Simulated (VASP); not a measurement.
# P in VASP: a series of runs

P is run at these levels: PBEsol; tasks: single point.

All numbers are computed with VASP 6.6.1; they aren't measurements. Logs are shortened: lines on timing, memory, paths and dates and some standing lists are left out, and cuts for length are marked.

### Step 1. The cell of the first run

The cell holds a slab with vacuum, 4 atoms: a = 3.284 Å, b = 34.857 Å, c = 4.632 Å, α = 90.00°, β = 90.00°, γ = 90.00°.

### Step 2. Single point, PBEsol (atoms moved at random)

Input file INCAR:

```
SYSTEM = P
PREC = Accurate
ENCUT = 520
EDIFF = 1E-6
ISMEAR = 0
SIGMA = 0.05
LREAL = .False.
LASPH = .True.
NELM = 100
ALGO = Normal
ISIF = 2
LWAVE = .False.
LCHARG = .True.
GGA = PS
LELF = .True.
LVHAR = .True.
NBANDS = 18
```

Input file KPOINTS:

```
regular mesh
0
Gamma
  8 1 6
  0 0 0
```

Input file POSCAR:

```
P
1.0
    3.2837277200      0.0000000000      0.0000000000
    0.0000000000     34.8570309900      0.0000000000
    0.0000000000      0.0000000000      4.6320847100
P
4
Direct
   -0.1832749613      0.9605040034      0.6348281704
    0.0479410645      0.0332408917      0.3727187878
    0.6064662014      0.0320648944      0.1371530753
    0.5288676954      0.9741902105      0.8552999664
```

Potentials or basis: VASP PAW PBE potentials, release 64 (P).

On the command line:

```
$ cat potpaw_PBE.64/P/POTCAR > POTCAR
$ mpirun -np 1 vasp_std > vasp.out
```

OUTCAR:

```text
SYSTEM = P
   PREC = Accurate
   ENCUT = 520
   EDIFF = 1E-6
   ISMEAR = 0
   LREAL = .False.
   LASPH = .True.
   NELM = 100
   ISIF = 2
   GGA = PS

 ion  position               nearest neighbor table
   1  0.817  0.961  0.635-   4 1.47   4 2.60   2 2.91
   2  0.048  0.033  0.373-   3 1.81   3 2.13   1 2.91
   3  0.606  0.032  0.137-   2 1.81   2 2.13   4 2.42
   4  0.529  0.974  0.855-   1 1.47   3 2.42   1 2.60

 -----------------------------------------------------------------------------
|                                                                             |
|           W    W    AA    RRRRR   N    N  II  N    N   GGGG   !!!           |
|           W    W   A  A   R    R  NN   N  II  NN   N  G    G  !!!           |
|           W    W  A    A  R    R  N N  N  II  N N  N  G       !!!           |
|           W WW W  AAAAAA  RRRRR   N  N N  II  N  N N  G  GGG   !            |
|           WW  WW  A    A  R   R   N   NN  II  N   NN  G    G                |
|           W    W  A    A  R    R  N    N  II  N    N   GGGG   !!!           |
|                                                                             |
|     The distance between some ions is very small. Please check the          |
|     nearest-neighbor list in the OUTCAR file.                               |
|     I HOPE YOU KNOW WHAT YOU ARE DOING!                                     |
|                                                                             |
 -----------------------------------------------------------------------------

  LATTYP: Found a simple orthorhombic cell.
 ALAT       =     3.2837277200
 B/A-ratio  =     1.4106177811
 C/A-ratio  =    10.6150795566

  Lattice vectors:

 A1 = (  -3.2837277200,   0.0000000000,   0.0000000000)
 A2 = (   0.0000000000,   0.0000000000,   4.6320847100)
 A3 = (   0.0000000000,  34.8570309900,   0.0000000000)

Analysis of symmetry for initial positions (statically):
=====================================================================
 Subroutine PRICEL returns:
 Original cell was already a primitive cell.

 Routine SETGRP: Setting up the symmetry group for a
 simple orthorhombic supercell.

 Subroutine GETGRP returns: Found  1 space group operations
 (whereof  1 operations were pure point group operations)
 out of a pool of  8 trial point group operations.

The static configuration has the point symmetry C_1 .

Analysis of symmetry for dynamics (positions and initial velocities):
=====================================================================
 Subroutine PRICEL returns:
 Original cell was already a primitive cell.

 Routine SETGRP: Setting up the symmetry group for a
[... 110 lines left out ...]
   EDIFF  = 0.1E-05   stopping-criterion for ELM
   LREAL  =      F    real-space projection
   EDIFFG = 0.1E-04   stopping-criterion for IOM
   NSW    =      0    number of steps for IOM
   IBRION =     -1    ionic relax: 0-MD 1-quasi-New 2-CG
   NFREE  =      0    steps in history (QN), initial steepest desc. (CG)
   ISIF   =      2    stress and relaxation
   ISYM   =      2    0-nonsym 1-usesym 2-fastsym
   POTIM  = 0.5000    time-step for ionic-motion
   TEBEG  =    0.0;   TEEND  =   0.0 temperature during run
   PSTRESS=    0.0 pullay stress
   NELECT =      20.0000    total number of electrons
   NUPDOWN=      -1.0000    fix difference up-down
   EMIN   =  10.00;   EMAX   =-10.00  energy-range for DOS
   EFERMI =   0.00;   METHOD = LEGACY
   ISMEAR =     0;   SIGMA  =   0.05  broadening in eV -4-tet -1-fermi 0-gaus
   EFERMI_NEDOS =   21; number of points for ismear=-14 and -15
   IALGO  =     38    algorithm
   IMIX   =      4    mixing-type and parameters
     AMIX     =   0.40;   BMIX     =  1.00
     AMIX_MAG =   1.60;   BMIX_MAG =  1.00
  volume/ion in A,a.u.               =     132.55       894.48
  Fermi-wavevector in a.u.,A,eV,Ry     =   0.549044  1.037542  4.101461  0.301449
  Thomas-Fermi vector in A             =   1.580001
   LORBIT       =      0    0 simple, 1 ext, 2 COOP (PROOUT), +10 PAW based schemes
   GGA     = PS    functional components
   LHFCALC =     F    Hartree Fock is set to
   AEXX    =    0.0000 exact exchange contribution
   IVDW    =     0    specifies the selected vdW correction
   LEPSILON=     F    determine dielectric tensor
   LRPA    =     F    only Hartree local field effects (RPA)
 non-spin polarized calculation
 Gauss-broadening in eV      SIGMA  =   0.05
  energy-cutoff  :      520.00
  volume of cell :      530.19
 maximum number of plane-waves:     14344
   NGX = 13   NGY =129   NGZ = 17

 number of electron      20.0000000 magnetization

 Free energy of the ion-electron system (eV)
  ---------------------------------------------------
  ext. energy  EPLUGINS =         0.00000000
  ---------------------------------------------------
  free energy    TOTEN  =       -11.86126866 eV

  energy without entropy =      -11.85999488  energy(sigma->0) =      -11.86063177

 E-fermi :  -3.1637     XC(G=0):  -1.7549

 val. band max:       -3.1648648040   @ k =   0.1250   0.0000   0.5000
 cond. band min:      -3.0526797468   @ k =   0.5000   0.0000   0.0000
 fundamental gap:      0.1121850572
 Fermi energy:        -3.1636605500

 k-point     1 :       0.0000    0.0000    0.0000
  band No.  band energies     occupation
      1     -18.8641      2.00000
      2     -17.7064      2.00000
      3     -10.8595      2.00000
      4      -8.9742      2.00000
      5      -7.9002      2.00000
      6      -7.7053      2.00000
[... 481 lines left out ...]
      5      -9.4898      2.00000
      6      -8.7354      2.00000
[... 10 lines left out ...]
     17       2.8430      0.00000
     18       2.9879      0.00000

 [... further k-points ...]
[... 5 lines left out ...]
  --------------------------------------------------------------------------------------
  -------------------------------------------------------------------------------------
  Total       37.3352828      6.7400417     37.4325073    -13.2762053     14.0141674    -22.4342330
  in kB      112.8225738     20.3675665    113.1163741    -40.1190386     42.3490682    -67.7934577
  external PRESSURE =      82.1021715 kB  Pullay stress =       0.0000000 kB

 VOLUME and BASIS-vectors are now :
 -----------------------------------------------------------------------------
  energy-cutoff  :      520.00
  volume of cell :      530.19
      direct lattice vectors                 reciprocal lattice vectors
     3.283727720  0.000000000  0.000000000     0.304531948  0.000000000  0.000000000
     0.000000000 34.857030990  0.000000000     0.000000000  0.028688617  0.000000000
     0.000000000  0.000000000  4.632084710     0.000000000  0.000000000  0.215885516

 POSITION                                       TOTAL-FORCE (eV/Angst)
 -----------------------------------------------------------------------------------
      2.68190     33.48032      2.94058        27.752047    -13.831153    -30.063249
      0.15743      1.15868      1.72646         5.586555     -0.112661      6.857927
      1.99147      1.11769      0.63530        -5.718919      0.194928     -7.159174
      1.73666     33.95738      3.96182       -27.619684     13.748885     30.364496
 -----------------------------------------------------------------------------------
    total drift:                                0.000155      0.000044      0.000227

  FREE ENERGIE OF THE ION-ELECTRON SYSTEM (eV)
  ---------------------------------------------------
  free  energy   TOTEN  =       -11.8612686552 eV

  energy  without entropy=      -11.8599948824  energy(sigma->0) =      -11.86063177
```

OSZICAR:

```text
N       E                     dE             d eps       ncg     rms          rms(c)
DAV:   1     0.161744211734E+03    0.16174E+03   -0.55687E+03   936   0.720E+02
DAV:   2     0.933327782002E+01   -0.15241E+03   -0.14224E+03  1552   0.135E+02
[... 18 lines left out ...]
DAV:  21    -0.118612424509E+02   -0.41186E-04   -0.10486E-06  1070   0.378E-03    0.251E-03
DAV:  22    -0.118612531102E+02   -0.10659E-04   -0.27222E-07  1146   0.201E-03    0.115E-03
DAV:  23    -0.118612606412E+02   -0.75310E-05   -0.18517E-07  1042   0.145E-03    0.104E-03
DAV:  24    -0.118612664250E+02   -0.57838E-05   -0.16122E-07   998   0.111E-03    0.631E-04
DAV:  25    -0.118612676780E+02   -0.12530E-05   -0.18201E-08  1126   0.433E-04    0.246E-04
DAV:  26    -0.118612686552E+02   -0.97715E-06   -0.17168E-08   974   0.363E-04
   1 F= -.11861269E+02 E0= -.11860632E+02  d E =-.127377E-02
```

stdout:

```text
POSCAR found type information on POSCAR P
 POSCAR found :  1 types and       4 ions
 scaLAPACK will be used
 -----------------------------------------------------------------------------
|                                                                             |
|                                                                             |
|     You enforced a specific xc type in the INCAR file but a different       |
[... 17 lines left out ...]
|                                                                             |
 -----------------------------------------------------------------------------

 POSCAR, INCAR and KPOINTS ok, starting setup
 FFT: planning ... GRIDC
 FFT: planning ... GRID_SOFT
 FFT: planning ... GRID
 WAVECAR not read
 entering main loop
```

It took 4.5 min on 1 thread of AMD EPYC 9R45 (Zen 5), shared host; peak memory 0.57 GiB.

Results:

| Item | Value |
| --- | --- |
| Free energy | -11.8613 eV |
| Largest force | 43.288 eV/Å |
| Band gap on the k mesh | zero (band 10 reaches -3.16 eV, above the bottom of band 11 at -3.23 eV) |

Forces in eV/Å, atoms in the order of the input:
```
P    27.752 -13.831 -30.063
P     5.587  -0.113   6.858
P    -5.719   0.195  -7.159
P   -27.620  13.749  30.364
```

Levels at points of the mesh, in eV from the Fermi level:
```tsv
k point	band 8	band 9	band 10	band 11	band 12	band 13
(0.00, 0.00, 0.00)	-2.57	-1.54	-0.69	-0.07	0.60	1.66
(0.50, 0.00, 0.00)	-2.84	-2.52	-1.36	0.11	1.39	2.81
(0.00, 0.00, 0.50)	-2.47	-1.52	-0.38	0.33	1.49	3.19
(0.50, 0.00, 0.50)	-2.76	-2.27	-1.83	0.52	2.21	3.50
```

Caveat: the cell differs from its parent crystal (atoms moved at random); the PAW data sets were made with another functional, which shifts forces and pressure a little.

### Step 3. Single point, PBEsol (atoms moved at random and the cell strained at random)

Input file INCAR:

```
  PREC = Accurate
  ENCUT = 520
  EDIFF = 1E-6
  ISMEAR = 0
  SIGMA = 0.05
  LREAL = F
  LASPH = T
  NELM = 60
  ALGO = Normal
  ISIF = 2
  LWAVE = F
  LCHARG = T
  GGA = PS
  LELF = T
  LVHAR = T
  NBANDS = 18
```

Input file KPOINTS:

```
regular mesh
0
Gamma
  8 1 6
```

Input file POSCAR:

```
P
1.0
    3.4188868859      0.0271894287      0.2402872900
    0.2886179488     35.6575179126     -0.5492225300
    0.3389535238     -0.0729851399      4.4044467477
P
4
Direct
    0.0350781569      0.9802906063      0.5666651267
    0.0456000098      0.0241869993      0.4061727758
    0.4403610389      0.0325335474      0.1224094612
    0.4789607944      0.9629888470      0.9047526363
```

Potentials or basis: VASP PAW PBE potentials, release 64 (P).

On the command line:

```
$ cat potpaw_PBE.64/P/POTCAR > POTCAR
$ mpirun -np 1 vasp_std > vasp.out
```

Run time: 4.3 min. Hardware: 1 thread of AMD EPYC 9R45 (Zen 5), shared host; peak memory 0.63 GiB.

The run converged. Its results:

* Free energy: -17.1361 eV
* Largest force: 15.627 eV/Å
* Band gap on the k mesh: zero (band 10 reaches -3.25 eV, above the bottom of band 11 at -3.41 eV)

Forces on the atoms (eV/Å):
```
P     0.059 -14.126   6.683
P    -9.429  10.937   2.784
P     9.051   1.184  -7.951
P     0.319   2.004  -1.515
```

Levels at points of the mesh, in eV from the Fermi level:
```
           k point  band 8  band 9  band 10  band 11  band 12  band 13
(0.00, 0.00, 0.00)   -2.26   -1.19    -0.98     0.08     1.20     1.84
(0.50, 0.00, 0.00)   -3.04   -1.87    -0.71     0.33     1.28     1.83
(0.00, 0.00, 0.50)   -2.35   -0.96    -0.79    -0.09     1.93     2.64
(0.50, 0.00, 0.50)   -3.38   -2.08    -0.43     1.32     1.60     2.77
```

Caveat: the cell differs from its parent crystal (atoms moved at random and the cell strained at random); the PAW data sets were made with another functional, which shifts forces and pressure a little.

### Step 4. Single point, PBEsol (atoms moved at random and the cell strained at random)

Input file INCAR:

```
SYSTEM = P
PREC = Accurate
ENCUT = 520
EDIFF = 1E-6
ISMEAR = 0
SIGMA = 0.05
LREAL = .False.
LASPH = .True.
NELM = 60
ALGO = Normal
ISIF = 2
LWAVE = .False.
LCHARG = .False.
GGA = PS
NBANDS = 18
```

Input file KPOINTS:

```
Automatic mesh
0
Gamma
  8 1 6
  0 0 0
```

Input file POSCAR:

```
P
1.0
    3.2858964895      0.0226793120      0.0276072543
    0.2407427012     34.8641786240     -0.0765103064
    0.0389432839     -0.0101673094      4.6932788808
P
4
Direct
   -0.1306547033      0.9692977855      0.5207844379
    0.1049442007      0.0279712326      0.4443744442
    0.4453424464      0.0364467897      0.1569943225
    0.5803680562      0.9662841922      0.8778467953
```

Potentials or basis: VASP PAW PBE potentials, release 64 (P).

On the command line:

```
$ cat potpaw_PBE.64/P/POTCAR > POTCAR
$ mpirun -np 1 vasp_std > vasp.out
```

OUTCAR:

```text
SYSTEM = P
   PREC = Accurate
   ENCUT = 520
   EDIFF = 1E-6
   ISMEAR = 0
   LREAL = .False.
   LASPH = .True.
   NELM = 60
   ISIF = 2
   GGA = PS

 ion  position               nearest neighbor table
   1  0.869  0.969  0.521-   4 1.92   2 2.23   4 2.90
   2  0.105  0.028  0.444-   3 1.77   1 2.23   3 2.59
   3  0.445  0.036  0.157-   2 1.77   2 2.59   4 2.80
   4  0.580  0.966  0.878-   1 1.92   3 2.80   1 2.90

  LATTYP: Found a triclinic cell.
 ALAT       =     3.2860907248
 B/A-ratio  =    10.6431859525
 C/A-ratio  =     1.4282781131
 COS(alpha) =     0.0058573225
 COS(beta)  =     0.0166828610
 COS(gamma) =     0.0802123877

  Lattice vectors:

 A1 = (  -3.2858964895,  -0.0226793120,  -0.0276072543)
 A2 = (  -3.0451537883,  34.8414993120,  -0.1041175607)
 A3 = (  -0.0389432839,   0.0101673094,  -4.6932788808)

Analysis of symmetry for initial positions (statically):
=====================================================================
[... 169 lines left out ...]
  ---------------------------------------------------
  ext. energy  EPLUGINS =         0.00000000
  ---------------------------------------------------
  free energy    TOTEN  =       -18.92070078 eV

  energy without entropy =      -18.92002056  energy(sigma->0) =      -18.92036067

 E-fermi :  -3.4487     XC(G=0):  -1.7792

 val. band max:       -3.5056716892   @ k =  -0.0000   0.0000   0.3333
 cond. band min:      -3.3925741366   @ k =   0.2500  -0.0000   0.1667
 fundamental gap:      0.1130975526
 Fermi energy:        -3.4487151566

 k-point     1 :       0.0000    0.0000    0.0000
  band No.  band energies     occupation
      1     -18.4221      2.00000
      2     -16.4646      2.00000
      3     -11.7732      2.00000
      4      -9.0302      2.00000
      5      -8.7558      2.00000
      6      -7.7931      2.00000
[... 481 lines left out ...]
      5      -8.6089      2.00000
      6      -7.7271      2.00000
[... 10 lines left out ...]
     17       2.6316      0.00000
     18       3.3215      0.00000

 [... further k-points ...]
[... 5 lines left out ...]
  --------------------------------------------------------------------------------------
  -------------------------------------------------------------------------------------
  Total        9.4582918      0.1241119     12.1262493      2.5627251     -4.0673035    -12.3182477
  in kB       28.1881625      0.3698856     36.1393677      7.6375854    -12.1216193    -36.7115727
  external PRESSURE =      21.5658053 kB  Pullay stress =       0.0000000 kB

 VOLUME and BASIS-vectors are now :
 -----------------------------------------------------------------------------
  energy-cutoff  :      520.00
  volume of cell :      537.60
      direct lattice vectors                 reciprocal lattice vectors
     3.285896489  0.022679312  0.027607254     0.304366751 -0.002107253 -0.002530100
     0.240742701 34.864178624 -0.076510306    -0.000198515  0.028684246  0.000063787
     0.038943284 -0.010167309  4.693278881    -0.001793611  0.000480009  0.213086577

 POSITION                                       TOTAL-FORCE (eV/Angst)
 -----------------------------------------------------------------------------------
      3.11021     33.80819      2.39403         2.317242     -0.132723     -1.982520
      0.36888      0.97306      2.08633        -7.023838     -1.009379      7.080261
      1.47824      1.27919      0.74632         7.085430      0.939355     -7.756825
      2.17384     33.69294      4.06207        -2.378834      0.202746      2.659083
 -----------------------------------------------------------------------------------
    total drift:                               -0.000012      0.000074     -0.000229

  FREE ENERGIE OF THE ION-ELECTRON SYSTEM (eV)
  ---------------------------------------------------
  free  energy   TOTEN  =       -18.9207007785 eV

  energy  without entropy=      -18.9200205582  energy(sigma->0) =      -18.92036067
```

OSZICAR:

```text
N       E                     dE             d eps       ncg     rms          rms(c)
DAV:   1     0.143605620245E+03    0.14361E+03   -0.55536E+03   936   0.719E+02
DAV:   2     0.366783841224E+00   -0.14324E+03   -0.13345E+03  1546   0.132E+02
DAV:   3    -0.194955443620E+02   -0.19862E+02   -0.19707E+02  1220   0.592E+01
[... 17 lines left out ...]
DAV:  21    -0.189206873174E+02   -0.25565E-04   -0.57228E-07  1032   0.270E-03    0.235E-03
DAV:  22    -0.189206917061E+02   -0.43887E-05   -0.10624E-07  1118   0.120E-03    0.145E-03
DAV:  23    -0.189206975577E+02   -0.58516E-05   -0.12150E-07   968   0.104E-03    0.936E-04
DAV:  24    -0.189206993244E+02   -0.17667E-05   -0.35855E-08  1038   0.604E-04    0.203E-04
DAV:  25    -0.189207004150E+02   -0.10906E-05   -0.16660E-08   932   0.381E-04    0.208E-04
DAV:  26    -0.189207007785E+02   -0.36352E-06   -0.44217E-09   960   0.198E-04
   1 F= -.18920701E+02 E0= -.18920361E+02  d E =-.680220E-03
```

stdout:

```text
POSCAR found type information on POSCAR P
 POSCAR found :  1 types and       4 ions
 scaLAPACK will be used
 -----------------------------------------------------------------------------
|                                                                             |
|                                                                             |
|     You enforced a specific xc type in the INCAR file but a different       |
|     I HOPE YOU KNOW WHAT YOU ARE DOING!                                     |
|                                                                             |
 -----------------------------------------------------------------------------

 LDA part: xc-table for (Slater+PW92), standard interpolation
 POSCAR, INCAR and KPOINTS ok, starting setup
 FFT: planning ... GRIDC
 FFT: planning ... GRID_SOFT
 FFT: planning ... GRID
 WAVECAR not read
 entering main loop
```

It took 4.3 min on 1 thread of AMD EPYC 9R45 (Zen 5), shared host; peak memory 0.57 GiB.

What came out:

| Property | Result |
| --- | --- |
| Free energy | -18.9207 eV |
| Largest force | 10.548 eV/Å |
| Band gap on the k mesh | 0.11 eV, indirect (least direct gap 0.25 eV) |

Forces in eV/Å, atoms in the order of the input:
```
P    2.317 -0.133 -1.983
P   -7.024 -1.009  7.080
P    7.085  0.939 -7.757
P   -2.379  0.203  2.659
```

Caveat: the cell differs from its parent crystal (atoms moved at random and the cell strained at random); the PAW data sets were made with another functional, which shifts forces and pressure a little.

### Step 5. Summary

| cell | gap on the mesh (eV) | largest force (eV/Å) |
| --- | --- | --- |
| a = 3.284, b = 34.857, c = 4.632 Å, 4 atoms | none | 43.29 |
| a = 3.427, b = 35.663, c = 4.418 Å, angles 91.8, 81.6, 89.1°, 4 atoms | none | 15.63 |
| a = 3.286, b = 34.865, c = 4.693 Å, angles 90.2, 89.0, 89.2°, 4 atoms | 0.11 | 10.55 |

Alike in all rows: task single point; level PBEsol; potentials or basis VASP PAW PBE potentials, release 64 (P); no spin polarisation; k mesh 8 × 1 × 6; cutoff (eV) 520; smearing gaussian 0.05 eV.

Caveats: the PAW data sets were made with another functional, which shifts forces and pressure a little.

Absolute energies hang on the potentials; compare differences alone.
